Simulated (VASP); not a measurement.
**Rh: relaxation of cell and atoms with BLYP**

The system is Rh.

```
Rh
1.0
     0.00000    2.64786    2.64786
     2.64786    0.00000    2.64786
     2.64786    2.64786    0.00000
Rh
2
Direct
  0.12500 0.12500 0.12500
  0.87500 0.87500 0.87500
```

This isn't the form of Rh at room conditions, which is fcc.

| Property | Result |
| --- | --- |
| Program | VASP 6.6.1 |
| Task | relaxation of cell and atoms |
| Functional | BLYP |
| Potentials or basis | VASP PAW PBE potentials, release 64 (Rh_pv) |
| Cutoff | 600 eV |
| k mesh | 10 × 10 × 10 |
| Occupations | fermi-dirac, width 0.1 eV |
| Spin | no spin polarisation |
| Dipole correction | no |
| Further INCAR settings | ALGO = Normal; EDIFF = 1e-06; IBRION = 2; EDIFFG = -0.01; NSW = 80; ISIF = 3 |

```yaml
Relaxed_volume: 22.22 Å³/atom
Relaxed_cell: a = 3.976 Å, b = 3.976 Å, c = 3.976 Å, α = 60.00°, β = 60.00°, γ = 60.00°
Space_group_after_relaxing_to_0.1_Å: Fd-3m (No. 227)
Energy_gained_by_relaxing: 291.7 meV/atom
Ionic_steps: 5
Pressure_after_relaxing: 0.0 GPa
Band_gap_on_the_k_mesh: zero (bands 15 and 16 overlap by 1.06 eV)
```

Step by step:
| step | energy change (eV) | largest force (eV/Å) | pressure (GPa) | volume (Å³) |
| --- | --- | --- | --- | --- |
| 1 | 0.0000 | 0.0000 | 30.68 | 37.13 |
| 2 | 0.3587 | 0.0000 | -14.55 | 59.69 |
| 3 | -0.5800 | 0.0000 | -1.59 | 45.12 |
| 4 | -0.5832 | 0.0000 | -0.43 | 44.62 |
| 5 | -0.5834 | 0.0000 | 0.02 | 44.44 |

Final structure:
```
Rh
1.0
     0.00000    2.81131    2.81131
     2.81131    0.00000    2.81131
     2.81131    2.81131    0.00000
Rh
2
Direct
  0.12500 0.12500 0.12500
  0.87500 0.87500 0.87500
```

Levels at points of the mesh, in eV from the Fermi level:
| k point | band 11 | band 12 | band 13 | band 14 | band 15 | band 16 | band 17 | band 18 | band 19 |
| --- | --- | --- | --- | --- | --- | --- | --- | --- | --- |
| (0.00, 0.00, 0.00) | -3.58 | -3.58 | -1.33 | -1.33 | -1.33 | 0.30 | 0.30 | 12.47 | 12.47 |
| (0.50, 0.00, 0.00) | -3.59 | -3.40 | -0.85 | -0.85 | -0.35 | 0.02 | 0.02 | 1.70 | 9.02 |
| (0.50, 0.50, 0.00) | -2.02 | -2.02 | -1.93 | -1.93 | 0.25 | 0.25 | 2.25 | 2.25 | 4.76 |

Wall time 4.9 min on 1 thread of Intel Xeon 8259CL, with other jobs on the host, peak memory 0.19 GiB.

Caveat: the volume moved by over 15 % at a fixed basis, so the end points are rough; the PAW data sets were made with another functional, which shifts forces and pressure a little.
